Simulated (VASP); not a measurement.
Sc:

```
Sc
1.0
     5.14899    0.00000    0.00000
    -2.57449    4.45915    0.00000
     0.00000    0.00000    4.70278
Sc
4
Direct
  0.00000 0.00000 0.25000
  0.00000 0.00000 0.75000
  0.33333 0.66667 0.75000
  0.66667 0.33333 0.25000
```

```yaml
Program: VASP 6.6.1
Task: relaxation of cell and atoms
Functional: PBE
Potentials_or_basis: VASP PAW PBE potentials, release 64 (Sc_sv)
Cutoff: 600 eV
k_mesh: 6 × 6 × 4
Occupations: gaussian, width 0.1 eV
Spin: no spin polarisation
```

At the start: pressure 0.7 GPa; volume 26.99 Å³/atom.

Q: How do energy, volume and symmetry change on relaxing?

A: Over 3 steps the energy falls by 13.7 meV/atom and the volume is 27.54 Å³/atom (+2.0 %); space group P6_3/mmc (No. 194, to 0.1 Å) before and after.

Step by step:
| step | energy change (eV) | largest force (eV/Å) | pressure (GPa) | volume (Å³) |
| --- | --- | --- | --- | --- |
| 1 | 0.0000 | 0.0000 | 0.65 | 107.98 |
| 2 | -0.0521 | 0.0000 | 0.15 | 109.66 |
| 3 | -0.0549 | 0.0000 | 0.01 | 110.15 |

Final structure:
```
Sc
1.0
     5.10057    0.00000    0.00000
    -2.55028    4.41722    0.00000
     0.00000    0.00000    4.88910
Sc
4
Direct
  0.00000 0.00000 0.25000
  0.00000 0.00000 0.75000
  0.33333 0.66667 0.75000
  0.66667 0.33333 0.25000
```
